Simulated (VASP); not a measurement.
A run of VASP 6.6.1 is set up as follows.

The input POSCAR:

```
Ge
1.0
    0.0000000000      2.9835398727      2.9835398727
    2.9835398727      0.0000000000      2.9835398727
    2.9835398727      2.9835398727      0.0000000000
Ge
2
Direct
    0.0000000000      0.0000000000      0.0000000000
    0.2500000000      0.2500000000      0.2500000000
```

The input INCAR.step1:

```
ALGO = Normal
EDIFF = 1E-4
ENCUT = 520
GGA = PE
ISMEAR = -1
LASPH = T
LCHARG = F
LREAL = F
LWAVE = T
NBANDS = 21
NELM = 60
PREC = Accurate
SIGMA = 0.02
```

Contents of INCAR.step2:

```
ALGO = Normal
EDIFF = 1E-7
ENCUT = 520
ISIF = 2
ISMEAR = -1
ISTART = 1
LASPH = T
LCHARG = F
LMIXTAU = T
LREAL = F
LWAVE = F
METAGGA = R2SCAN
NBANDS = 21
NELM = 60
PREC = Accurate
SIGMA = 0.02
```

The input KPOINTS:

```
k-points
0
Gamma
  8 8 8
```

Potentials or basis: VASP PAW PBE potentials, release 64 (Ge_d).

The run is started by

```console
$ cat potpaw_PBE.64/Ge_d/POTCAR > POTCAR
$ cp INCAR.step1 INCAR
$ mpirun -np 1 vasp_std > vasp.out
$ cp INCAR.step2 INCAR
$ mpirun -np 1 vasp_std > vasp.out
```

Task: What does it give for the pressure?

Result: -7.4 GPa.

Task: Estimate the band gap on the k mesh.

Result: Zero (bands 14 and 15 overlap by 0.04 eV).

Caveat: the cell differs from its parent crystal (strain +5.2%); the cell stands under tension; semilocal functionals underestimate gaps, so a narrow gap can read as zero; the PAW data sets were made with another functional, which shifts forces and pressure a little.
